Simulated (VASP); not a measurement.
# I (Fd-3m) in VASP: a series of runs

Runs on I. Level: PBEsol. Tasks: single point.

All numbers are computed with VASP 6.6.1; they aren't measurements. Logs are shortened: lines on timing, memory, paths and dates and some standing lists are left out, and cuts for length are marked.

## 1. The cell of the first run

The structure is cubic, space group Fd-3m (No. 227). The conventional cell has a = 5.913 Å, b = 5.913 Å, c = 5.913 Å, α = 90.00°, β = 90.00°, γ = 90.00°. Within 3.4 Å of I (site symmetry -43m) lie 4 I at 2.56 Å.

## 2. Single point, PBEsol

INCAR reads:

```
PREC     = Accurate       # precision mode
ENCUT    = 520            # plane-wave cutoff, eV
EDIFF    = 1E-6           # SCF threshold, eV
ISMEAR   = -1             # smearing method
SIGMA    = 0.02           # smearing width, eV
LREAL    = F              # projectors in reciprocal space
LASPH    = T              # aspherical terms in the spheres
NELM     = 100            # most SCF steps
ALGO     = Normal         # electronic algorithm
ISIF     = 2              # what is computed and relaxed
LWAVE    = F              # write WAVECAR
LCHARG   = F              # write CHGCAR
GGA      = PS             # functional
NBANDS   = 14             # bands
```

KPOINTS reads:

```
regular mesh
0
Gamma
  6 6 6
```

POSCAR reads:

```
I
1.0
    0.0000000000      2.9565260490      2.9565260490
    2.9565260490      0.0000000000      2.9565260490
    2.9565260490      2.9565260490      0.0000000000
I
2
Direct
    0.0000000000      0.0000000000      0.0000000000
    0.2500000000      0.2500000000      0.2500000000
```

Potentials or basis: VASP PAW PBE potentials, release 64 (I).

Run with:

```bash
cat potpaw_PBE.64/I/POTCAR > POTCAR
mpirun -np 1 vasp_std > vasp.out
```

OUTCAR:

```text
PREC = Accurate
   ENCUT = 520
   EDIFF = 1E-6
   ISMEAR = -1
   LREAL = F
   LASPH = T
   NELM = 100
   ISIF = 2
   GGA = PS

 ion  position               nearest neighbor table
   1  0.000  0.000  0.000-   2 2.56   2 2.56   2 2.56   2 2.56
   2  0.250  0.250  0.250-   1 2.56   1 2.56   1 2.56   1 2.56

  LATTYP: Found a face centered cubic cell.
 ALAT       =     5.9130520980

  Lattice vectors:

 A1 = (   0.0000000000,   2.9565260490,   2.9565260490)
 A2 = (   2.9565260490,   0.0000000000,   2.9565260490)
 A3 = (   2.9565260490,   2.9565260490,   0.0000000000)

Analysis of symmetry for initial positions (statically):
=====================================================================
 Subroutine PRICEL returns:
 Original cell was already a primitive cell.

 Routine SETGRP: Setting up the symmetry group for a
 face centered cubic supercell.

 Subroutine GETGRP returns: Found 48 space group operations
 (whereof 24 operations were pure point group operations)
 out of a pool of 48 trial point group operations.

The static configuration has the point symmetry T_d .
 The point group associated with its full space group is O_h .

Analysis of symmetry for dynamics (positions and initial velocities):
=====================================================================
 Subroutine PRICEL returns:
 Original cell was already a primitive cell.

 Routine SETGRP: Setting up the symmetry group for a
 face centered cubic supercell.

 Subroutine GETGRP returns: Found 48 space group operations
 (whereof 24 operations were pure point group operations)
 out of a pool of 48 trial point group operations.

The dynamic configuration has the point symmetry T_d .
 The point group associated with its full space group is O_h .

 Subroutine INISYM returns: Found 48 space group operations
 (whereof 24 operations are pure point group operations),
 and found     1 'primitive' translations

----------------------------------------------------------------------------------------

                                     Primitive cell

  volume of cell :      51.6863

  direct lattice vectors                    reciprocal lattice vectors
     0.000000000  2.956526049  2.956526049    -0.169117401  0.169117401  0.169117401
     2.956526049  0.000000000  2.956526049     0.169117401 -0.169117401  0.169117401
     2.956526049  2.956526049  0.000000000     0.169117401  0.169117401 -0.169117401

  length of vectors
     4.181159236  4.181159236  4.181159236     0.292919930  0.292919930  0.292919930

  position of ions in fractional coordinates (direct lattice)
     0.000000000  0.000000000  0.000000000
     0.250000000  0.250000000  0.250000000

  ion indices of the primitive-cell ions
   primitive index   ion index
                 1           1
                 2           2

----------------------------------------------------------------------------------------

 KPOINTS: regular mesh

Automatic generation of k-mesh.
 Grid dimensions read from file:
 generate k-points for:    6    6    6

 Generating k-lattice:

  Cartesian coordinates                     Fractional coordinates (reciprocal lattice)
    -0.028186233  0.028186233  0.028186233     0.166666667  0.000000000  0.000000000
     0.028186233 -0.028186233  0.028186233     0.000000000  0.166666667  0.000000000
     0.028186233  0.028186233 -0.028186233     0.000000000  0.000000000  0.166666667

  Length of vectors
     0.048819988  0.048819988  0.048819988

  Shift w.r.t. Gamma in fractional coordinates (k-lattice)
     0.000000000  0.000000000  0.000000000

 Subroutine IBZKPT returns following result:
 ===========================================

 Found     16 irreducible k-points:

 Following reciprocal coordinates:
            Coordinates               Weight
  0.000000  0.000000  0.000000      1.000000
  0.166667  0.000000  0.000000      8.000000
  0.333333  0.000000  0.000000      8.000000
  0.500000  0.000000  0.000000      4.000000
  0.166667  0.166667  0.000000      6.000000
  0.333333  0.166667  0.000000     24.000000
[... 8 lines left out ...]
 -0.333333  0.333333  0.166667     24.000000
 -0.333333  0.500000  0.166667     12.000000
   k-points           NKPTS =     16   k-points in BZ     NKDIM =     16   number of bands    NBANDS=     14
   number of dos      NEDOS =    301   number of ions     NIONS =      2
   total plane-waves  NPLWV =  32768
   dimension x,y,z NGX =    32 NGY =   32 NGZ =   32
   dimension x,y,z NGXF=    64 NGYF=   64 NGZF=   64
   ions per type =               2
   NGX,Y,Z   is equivalent  to a cutoff of  12.72, 12.72, 12.72 a.u.
   NGXF,Y,Z  is equivalent  to a cutoff of  25.45, 25.45, 25.45 a.u.
 SYSTEM =  unknown system
   PREC   = accura    normal or accurate (medium, high low for compatibility)
   ISTART =      0    job   : 0-new  1-cont  2-samecut
   ICHARG =      2    charge: 1-file 2-atom 10-const
   ISPIN  =      1    spin polarized calculation?
   LNONCOLLINEAR =      F non collinear calculations
   LSORBIT =      F    spin-orbit coupling
   LASPH  =      T    aspherical Exc in radial PAW
   ENCUT  =  520.0 eV  38.22 Ry    6.18 a.u.   7.77  7.77  7.77*2*pi/ulx,y,z
   NELM   =    100;   NELMIN=  2; NELMDL= -5     # of ELM steps
   EDIFF  = 0.1E-05   stopping-criterion for ELM
   LREAL  =      F    real-space projection
   EDIFFG = 0.1E-04   stopping-criterion for IOM
   NSW    =      0    number of steps for IOM
   IBRION =     -1    ionic relax: 0-MD 1-quasi-New 2-CG
   NFREE  =      0    steps in history (QN), initial steepest desc. (CG)
   ISIF   =      2    stress and relaxation
   ISYM   =      2    0-nonsym 1-usesym 2-fastsym
   POTIM  = 0.5000    time-step for ionic-motion
   TEBEG  =    0.0;   TEEND  =   0.0 temperature during run
   PSTRESS=    0.0 pullay stress
   NELECT =      14.0000    total number of electrons
   NUPDOWN=      -1.0000    fix difference up-down
   EMIN   =  10.00;   EMAX   =-10.00  energy-range for DOS
   EFERMI =   0.00;   METHOD = LEGACY
   ISMEAR =    -1;   SIGMA  =   0.02  broadening in eV -4-tet -1-fermi 0-gaus
   EFERMI_NEDOS =   21; number of points for ismear=-14 and -15
   IALGO  =     38    algorithm
   IMIX   =      4    mixing-type and parameters
     AMIX     =   0.40;   BMIX     =  1.00
     AMIX_MAG =   1.60;   BMIX_MAG =  1.00
  volume/ion in A,a.u.               =      25.84       174.40
  Fermi-wavevector in a.u.,A,eV,Ry     =   1.059235  2.001665 15.265458  1.121980
  Thomas-Fermi vector in A             =   2.194573
   LORBIT       =      0    0 simple, 1 ext, 2 COOP (PROOUT), +10 PAW based schemes
   GGA     = PS    functional components
   LHFCALC =     F    Hartree Fock is set to
   AEXX    =    0.0000 exact exchange contribution
   IVDW    =     0    specifies the selected vdW correction
   LEPSILON=     F    determine dielectric tensor
   LRPA    =     F    only Hartree local field effects (RPA)
 non-spin polarized calculation
  energy-cutoff  :      520.00
  volume of cell :       51.69
 maximum number of plane-waves:      1411
   NGX = 15   NGY = 15   NGZ = 15

 number of electron      13.9999998 magnetization

 Free energy of the ion-electron system (eV)
  ---------------------------------------------------
  ext. energy  EPLUGINS =         0.00000000
  ---------------------------------------------------
  free energy    TOTEN  =         3.44425308 eV

  energy without entropy =        3.45167660  energy(sigma->0) =        3.44796484

 E-fermi :  10.3917     XC(G=0): -10.3006

 val. band max:       10.3876972480   @ k =  -0.3333   0.3333   0.1667
 cond. band min:      10.4125768792   @ k =  -0.3333   0.3333   0.0000
 fundamental gap:      0.0248796313
 Fermi energy:        10.3917042294

 k-point     1 :       0.0000    0.0000    0.0000
  band No.  band energies     occupation
      1      -9.2087      2.00000
      2       0.6186      2.00000
      3       3.6421      2.00000
      4       3.6421      2.00000
      5       3.6421      2.00000
      6       7.1719      2.00000
      7       7.1719      2.00000
      8       7.1719      2.00000
      9      12.7248      0.00000
     10      14.9851      0.00000
     11      14.9851      0.00000
     12      16.9447      0.00000
     13      16.9447      0.00000
     14      16.9447      0.00000

 k-point     2 :       0.1667    0.0000    0.0000
  band No.  band energies     occupation
      1      -8.9324      2.00000
      2      -0.8948      2.00000
      3       3.3025      2.00000
      4       3.3025      2.00000
      5       4.1399      2.00000
      6       7.6938      2.00000
      7       7.6938      2.00000
      8       8.0360      2.00000
      9      13.7163      0.00000
     10      14.3296      0.00000
     11      14.3296      0.00000
     12      16.3782      0.00000
     13      18.6351      0.00000
     14      18.6351      0.00000

 k-point     3 :       0.3333    0.0000    0.0000
  band No.  band energies     occupation
      1      -8.2008      2.00000
      2      -3.0591      2.00000
      3       2.8010      2.00000
      4       2.8010      2.00000
      5       4.0396      2.00000
      6       8.4357      2.00000
      7       8.4357      2.00000
      8      10.5294      0.00204
      9      14.2790      0.00000
     10      14.5835      0.00000
     11      14.5835      0.00000
     12      17.1474      0.00000
     13      19.8182      0.00000
     14      19.8182      0.00000
[... 188 lines left out ...]
 k-point    15 :      -0.3333    0.3333    0.1667
  band No.  band energies     occupation
      1      -6.8473      2.00000
      2      -5.0275      2.00000
      3       0.9220      2.00000
      4       1.7361      2.00000
      5       6.7169      2.00000
      6       8.4966      2.00000
      7      10.3862      1.13649
      8      10.3877      1.09984
      9      13.2880      0.00000
     10      15.7944      0.00000
     11      16.4109      0.00000
     12      18.0502      0.00000
     13      20.0432      0.00000
     14      20.9872      0.00000

 k-point    16 :      -0.3333    0.5000    0.1667
  band No.  band energies     occupation
      1      -5.9773      2.00000
      2      -5.9773      2.00000
      3       1.1884      2.00000
      4       1.1884      2.00000
      5       7.3108      2.00000
      6       7.3108      2.00000
      7      10.8724      0.00000
      8      10.8724      0.00000
      9      14.9253      0.00000
     10      14.9253      0.00000
     11      17.3863      0.00000
     12      17.3863      0.00000
     13      20.7657      0.00000
     14      20.7657      0.00000

------------------------ aborting loop because EDIFF is reached ----------------------------------------

  FORCE on cell =-STRESS in cart. coord.  units (eV):
  Direction    XX          YY          ZZ          XY          YZ          ZX
  --------------------------------------------------------------------------------------
  -------------------------------------------------------------------------------------
  Total       19.4437149     19.4437149     19.4437149      0.0000000      0.0000000      0.0000000
  in kB      602.7187489    602.7187489    602.7187489      0.0000000      0.0000000      0.0000000
  external PRESSURE =     602.7187489 kB  Pullay stress =       0.0000000 kB

 VOLUME and BASIS-vectors are now :
 -----------------------------------------------------------------------------
  energy-cutoff  :      520.00
  volume of cell :       51.69
      direct lattice vectors                 reciprocal lattice vectors
     0.000000000  2.956526049  2.956526049    -0.169117401  0.169117401  0.169117401
     2.956526049  0.000000000  2.956526049     0.169117401 -0.169117401  0.169117401
     2.956526049  2.956526049  0.000000000     0.169117401  0.169117401 -0.169117401

 POSITION                                       TOTAL-FORCE (eV/Angst)
 -----------------------------------------------------------------------------------
      0.00000      0.00000      0.00000         0.000000      0.000000      0.000000
      1.47826      1.47826      1.47826        -0.000000     -0.000000     -0.000000
 -----------------------------------------------------------------------------------
    total drift:                               -0.000000      0.000000      0.000000

  FREE ENERGIE OF THE ION-ELECTRON SYSTEM (eV)
  ---------------------------------------------------
  free  energy   TOTEN  =         3.4442530831 eV

  energy  without entropy=        3.4516765997  energy(sigma->0) =        3.44796484
```

It took 9.5 s on 1 thread of Intel Xeon Platinum 8259CL at 2.50GHz (Skylake/Cascade Lake), shared host; peak memory 0.17 GiB.

What came out:

```
Free energy            : 3.4443 eV
Pressure               : 60.3 GPa
Band gap on the k mesh : zero (bands 7 and 8 overlap by 5.32 eV)
```

Caveat: the cell stands under pressure; the PAW data sets were made with another functional, which shifts forces and pressure a little; spin-orbit coupling is left out, which moves the levels of the heavy elements.

## 3. Single point, PBEsol

This run uses another cell than the first one, of 29.03 Å³/atom.

INCAR reads:

```
SYSTEM = I
  PREC = Accurate
  ENCUT = 520
  EDIFF = 1E-6
  ISMEAR = -1
  SIGMA = 0.02
  LREAL = .FALSE.
  LASPH = .TRUE.
  NELM = 100
  ALGO = Normal
  ISIF = 2
  LWAVE = .FALSE.
  LCHARG = .FALSE.
  GGA = PS
  NBANDS = 14
```

KPOINTS reads:

```
Automatic mesh
0
G
  6 6 6
  0 0 0
```

POSCAR reads:

```
I
1.0
    0.0000000000      3.0735436463      3.0735436463
    3.0735436463      0.0000000000      3.0735436463
    3.0735436463      3.0735436463      0.0000000000
I
2
Direct
    0.0000000000      0.0000000000      0.0000000000
    0.2500000000      0.2500000000      0.2500000000
```

Potentials or basis: VASP PAW PBE potentials, release 64 (I).

Run with:

```bash
cat potpaw_PBE.64/I/POTCAR > POTCAR
mpirun -np 1 vasp_std > vasp.out
```

OUTCAR:

```text
SYSTEM = I
   PREC = Accurate
   ENCUT = 520
   EDIFF = 1E-6
   ISMEAR = -1
   LREAL = .FALSE.
   LASPH = .TRUE.
   NELM = 100
   ISIF = 2
   GGA = PS

 ion  position               nearest neighbor table
   1  0.000  0.000  0.000-   2 2.66   2 2.66   2 2.66   2 2.66
   2  0.250  0.250  0.250-   1 2.66   1 2.66   1 2.66   1 2.66

  LATTYP: Found a face centered cubic cell.
 ALAT       =     6.1470872926

  Lattice vectors:

 A1 = (   0.0000000000,   3.0735436463,   3.0735436463)
 A2 = (   3.0735436463,   0.0000000000,   3.0735436463)
 A3 = (   3.0735436463,   3.0735436463,   0.0000000000)

Analysis of symmetry for initial positions (statically):
=====================================================================
 Subroutine PRICEL returns:
 Original cell was already a primitive cell.

 Routine SETGRP: Setting up the symmetry group for a
 face centered cubic supercell.

 Subroutine GETGRP returns: Found 48 space group operations
 (whereof 24 operations were pure point group operations)
 out of a pool of 48 trial point group operations.

The static configuration has the point symmetry T_d .
[... 166 lines left out ...]
      5       2.4839      2.00000
      6       5.7810      2.00000
      7       5.7810      2.00000
      8       5.7810      2.00000
      9      11.2257      0.00000
     10      13.4829      0.00000
     11      13.4829      0.00000
     12      15.4267      0.00000
     13      15.4267      0.00000
     14      15.4267      0.00000
[... 241 lines left out ...]
      1      -6.9447      2.00000
      2      -6.9447      2.00000
      3       0.3773      2.00000
      4       0.3773      2.00000
      5       5.6875      2.00000
      6       5.6875      2.00000
      7       9.0917      0.00000
      8       9.0917      0.00000
      9      12.9778      0.00000
     10      12.9778      0.00000
     11      15.6075      0.00000
     12      15.6075      0.00000
     13      18.7613      0.00000
     14      18.7613      0.00000

------------------------ aborting loop because EDIFF is reached ----------------------------------------

  FORCE on cell =-STRESS in cart. coord.  units (eV):
  Direction    XX          YY          ZZ          XY          YZ          ZX
  --------------------------------------------------------------------------------------
  -------------------------------------------------------------------------------------
  Total       14.5428078     14.5428078     14.5428078     -0.0000000     -0.0000000     -0.0000000
  in kB      401.2459810    401.2459810    401.2459810     -0.0000000     -0.0000000     -0.0000000
  external PRESSURE =     401.2459810 kB  Pullay stress =       0.0000000 kB

 VOLUME and BASIS-vectors are now :
 -----------------------------------------------------------------------------
  energy-cutoff  :      520.00
  volume of cell :       58.07
      direct lattice vectors                 reciprocal lattice vectors
     0.000000000  3.073543646  3.073543646    -0.162678672  0.162678672  0.162678672
     3.073543646  0.000000000  3.073543646     0.162678672 -0.162678672  0.162678672
     3.073543646  3.073543646  0.000000000     0.162678672  0.162678672 -0.162678672

 POSITION                                       TOTAL-FORCE (eV/Angst)
 -----------------------------------------------------------------------------------
      0.00000      0.00000      0.00000         0.000000      0.000000      0.000000
      1.53677      1.53677      1.53677        -0.000000     -0.000000     -0.000000
 -----------------------------------------------------------------------------------
    total drift:                               -0.000000      0.000000      0.000000

  FREE ENERGIE OF THE ION-ELECTRON SYSTEM (eV)
  ---------------------------------------------------
  free  energy   TOTEN  =         1.4757283151 eV

  energy  without entropy=        1.4809329948  energy(sigma->0) =        1.47833065
```

stdout:

```text
POSCAR found type information on POSCAR I
 POSCAR found :  1 types and       2 ions
 scaLAPACK will be used
 -----------------------------------------------------------------------------
|                                                                             |
|                                                                             |
|     You enforced a specific xc type in the INCAR file but a different       |
|     I HOPE YOU KNOW WHAT YOU ARE DOING!                                     |
|                                                                             |
 -----------------------------------------------------------------------------

 LDA part: xc-table for (Slater+PW92), standard interpolation
 POSCAR, INCAR and KPOINTS ok, starting setup
 FFT: planning ... GRIDC
 FFT: planning ... GRID_SOFT
 FFT: planning ... GRID
 WAVECAR not read
 entering main loop
```

Wall time 8.6 s (1 thread of Intel Xeon Platinum 8259CL at 2.50GHz (Skylake/Cascade Lake), shared host); peak memory 0.17 GiB.

What came out:

```
Free energy            : 1.4757 eV
Pressure               : 40.1 GPa
Band gap on the k mesh : zero (bands 7 and 8 overlap by 4.49 eV)
```

Caveat: the cell stands under pressure; the PAW data sets were made with another functional, which shifts forces and pressure a little; spin-orbit coupling is left out, which moves the levels of the heavy elements.

(Part 1 of 2 ends here.)
